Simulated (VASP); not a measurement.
A run of VASP 6.6.1:

Contents of POSCAR:

```
Rh
1.0
    2.6522367773      0.0000000000      0.0000000000
   -1.3261183886      2.2969044260      0.0000000000
    0.0000000000      0.0000000000      8.6618883298
Rh
4
Direct
    0.0000000000      1.0000000000      0.0000000000
    0.0000000000      1.0000000000      0.5000000000
    0.3333333333      0.6666666667      0.2500000000
    0.6666666667      0.3333333333      0.7500000000
```

File INCAR.step1:

```
PREC = Accurate ; ENCUT = 520
ISMEAR = -1 ; SIGMA = 0.05
LREAL = F ; LASPH = T
NELM = 150 ; ISPIN = 2
MAGMOM = 1 1 1 1 ; LMAXMIX = 4
NBANDS = 42 ; GGA = PE
ALGO = Normal ; EDIFF = 1E-4
LWAVE = T ; LCHARG = F
```

INCAR.step2

```
PREC = Accurate ; ENCUT = 520
EDIFF = 1E-7 ; ISMEAR = -1
SIGMA = 0.05 ; LREAL = F
LASPH = T ; NELM = 150
ALGO = Normal ; ISIF = 2
LWAVE = F ; LCHARG = F
ISPIN = 2 ; MAGMOM = 1 1 1 1
LORBIT = 11 ; LMAXMIX = 4
METAGGA = R2SCAN ; LMIXTAU = T
NBANDS = 42 ; ISTART = 1
```

KPOINTS

```
regular mesh
0
Gamma
  15 15 4
```

Potentials or basis: VASP PAW PBE potentials, release 64 (Rh_pv).

Command:

```sh
$ cat potpaw_PBE.64/Rh_pv/POTCAR > POTCAR
$ cp INCAR.step1 INCAR
$ mpirun -np 1 vasp_std > vasp.out
$ cp INCAR.step2 INCAR
$ mpirun -np 1 vasp_std > vasp.out
```

Hardware: 1 thread of Oxide Virtual Turin-like Processor (shared host).

How long does it take, and how much memory?

Run time: 29 min on 1 thread of Oxide Virtual Turin-like Processor, with other jobs on the host, peak memory 0.33 GiB. Counts: k points 81.
